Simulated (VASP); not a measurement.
Set up this calculation in VASP 6.6.1, as the native input.

| Quantity | Value |
| --- | --- |
| Task | single point |
| Functional | PBE |
| Potentials or basis | VASP PAW PBE potentials, release 64 (Zn, Cd, Se) |
| Cutoff | 520 eV |
| k mesh | 6 × 6 × 2 |
| Occupations | gaussian, width 0.1 eV |
| Spin | no spin polarisation |
| Dipole correction | no |
| Further INCAR settings | ALGO = Normal; EDIFF = 1e-07; NBANDS = 36 |

The structure of ZnCd2Se3 lies in POSCAR:

```
ZnCd2Se3
1.0
    4.1113884500      0.0000000000      0.0000000000
   -2.0556942200      3.5605668400      0.0000000000
    0.0000000000      0.0000000000     10.0708038300
Zn Cd Se
1 2 3
Direct
    0.3333333300      0.6666666700      0.6666666700
    0.0000000000      0.0000000000      0.0000000000
    0.6666666700      0.3333333300      0.3333333300
    0.3333333300      0.6666666700      0.9166666700
    0.6666666700      0.3333333300      0.5833333300
    0.0000000000      0.0000000000      0.2500000000
```

The input as run:

INCAR

```
PREC = Accurate
ENCUT = 520
EDIFF = 1E-7
ISMEAR = 0
SIGMA = 0.1
LREAL = F
LASPH = T
NELM = 60
ALGO = Normal
ISIF = 2
LWAVE = F
LCHARG = F
GGA = PE
NBANDS = 36
```

KPOINTS

```
Automatic mesh
0
Gamma
  6 6 2
```

Potentials or basis: VASP PAW PBE potentials, release 64 (Zn, Cd, Se).

Run with:

```console
$ cat potpaw_PBE.64/Zn/POTCAR potpaw_PBE.64/Cd/POTCAR potpaw_PBE.64/Se/POTCAR > POTCAR
$ mpirun -np 1 vasp_std > vasp.out
```

Results of the run:

```yaml
Pressure: 8.6 GPa
Largest_force: 1.344 eV/Å
Band_gap_on_the_k_mesh: 0.86 eV
```

Caveat: the cell stands under pressure; forces of over 1 eV/Å act on the atoms, so gaps and moduli don't describe the material at rest.

Wall time 2.2 min on 1 thread of Intel Xeon 8259CL, with other jobs on the host, peak memory 0.31 GiB.
